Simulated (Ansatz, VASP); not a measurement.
# Two plane-wave programs on BeTe

The input INCAR:

```
SYSTEM = BeTe
PREC = Accurate
ENCUT = 520
EDIFF = 1E-6
ISMEAR = -1
SIGMA = 0.02
LREAL = .FALSE.
LASPH = .TRUE.
NELM = 80
ALGO = Normal
ISIF = 2
LWAVE = .FALSE.
LCHARG = .FALSE.
GGA = PE
NBANDS = 16
```

The input KPOINTS:

```
regular mesh
0
G
  8 8 4
  0 0 0
```

File POSCAR:

```
BeTe
1.0
    3.9119471000      0.0000000000      0.0000000000
    0.0000000000      3.9119471000      0.0000000000
    0.0000000000      0.0000000000      7.4258011000
Be Te
2 2
Direct
    0.0000000000      0.0000000000      0.5000000000
    0.5000000000      0.5000000000      0.5000000000
    0.5000000000      0.0000000000      0.7061330000
    0.0000000000      0.5000000000      0.2938670000
```

Input for Ansatz:

```yaml
crystal:
  lattice:
    - [3.9119471, 0.0, 0.0]
    - [0.0, 3.9119471, 0.0]
    - [0.0, 0.0, 7.4258011]
  atoms:
    - { symbol: Be, position: [0.0, 0.0, 0.5] }
    - { symbol: Be, position: [0.5, 0.5, 0.5] }
    - { symbol: Te, position: [0.5, 0.0, 0.706133] }
    - { symbol: Te, position: [0.0, 0.5, 0.293867] }
basis:
  ecutwfc: 420
kpoints:
  mp_grid: { grid: [8, 8, 4] }
hamiltonian:
  xc: pbe
scf:
  occupations: { method: fermi_dirac, width: 0.05 }
  lower_state_search: light
output:
  forces: true
  eigenvalues: true
  stress: true
```

Alike in both runs: task single point; functional PBE; k mesh 8 × 8 × 4; no spin polarisation.

```csv
,VASP,Ansatz
version,VASP 6.6.1,Ansatz 0.2.0
potentials or method,"VASP PAW PBE potentials, release 64 (Be, Te), cutoff 520 eV","scalar-relativistic, plane waves, PAW"
occupations,"fermi-dirac, width 0.02 eV","fermi-dirac, width 0.05 eV"
valence electrons in the cell,16,36
```

```csv
,VASP,Ansatz,Ansatz less VASP
gap on the k mesh at the Fermi level (eV),2.11,2.12,+0.016
pressure (GPa),0.1,0.0,-0.14
"traceless stress, the component that is largest in VASP (GPa)",0.07,0.01,-0.061
rms of the force components (eV/Å),0.020,0.001,-0.0193
```

Atom by atom the forces differ by 0.019 eV/Å (rms over components). VASP's potentials hold 16 valence electrons a cell and Ansatz's 36, so a difference there can come from the potentials and not from the codes.

Spin-orbit coupling is off throughout.
